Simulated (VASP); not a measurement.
A run of VASP 6.6.1 is set up as follows.

Contents of INCAR:

```
ALGO = Normal ; EDIFF = 1E-6
ENCUT = 520 ; GGA = PS
ISIF = 2 ; ISMEAR = -1
LASPH = True ; LCHARG = False
LREAL = False ; LWAVE = False
NBANDS = 34 ; NELM = 80
PREC = Accurate ; SIGMA = 0.0657
```

The input KPOINTS:

```
k-points
0
Gamma
  6 6 6
```

The input POSCAR:

```
Li4ScIn2
1.0
    4.8493040469      0.0000000000      0.0000000000
   -2.4246520234      4.1996204953     -0.0000001054
   -2.4246520234      1.3998736651      6.6391469649
In Sc Li
2 1 4
Direct
    0.4121286895      0.5878713105      0.2363860686
    0.2687924611      0.7312075389      0.8063773833
    0.1260708411      0.8739291589      0.3782125233
    0.8421044567      0.1578955433      0.5263133702
    0.6969625673      0.3030374327      0.0908877020
    0.9745810585      0.0254189415      0.9237431756
    0.5514599257      0.4485400743      0.6543797770
```

Potentials or basis: VASP PAW PBE potentials, release 64 (In_d, Sc_sv, Li_sv).

Command:

```sh
$ cat potpaw_PBE.64/In_d/POTCAR potpaw_PBE.64/Sc_sv/POTCAR potpaw_PBE.64/Li_sv/POTCAR > POTCAR
$ mpirun -np 1 vasp_std > vasp.out
```

**Question.** Estimate the largest force.

**Answer.** 0.006 eV/Å.

Forces on the atoms (eV/Å):
```
In   0.000  0.000  0.003
In   0.000  0.000 -0.006
Sc   0.000  0.000  0.004
Li   0.000  0.000 -0.002
Li   0.000  0.000 -0.001
Li   0.000  0.000  0.002
Li   0.000  0.000  0.001
```

Caveat: the PAW data sets were made with another functional, which shifts forces and pressure a little.
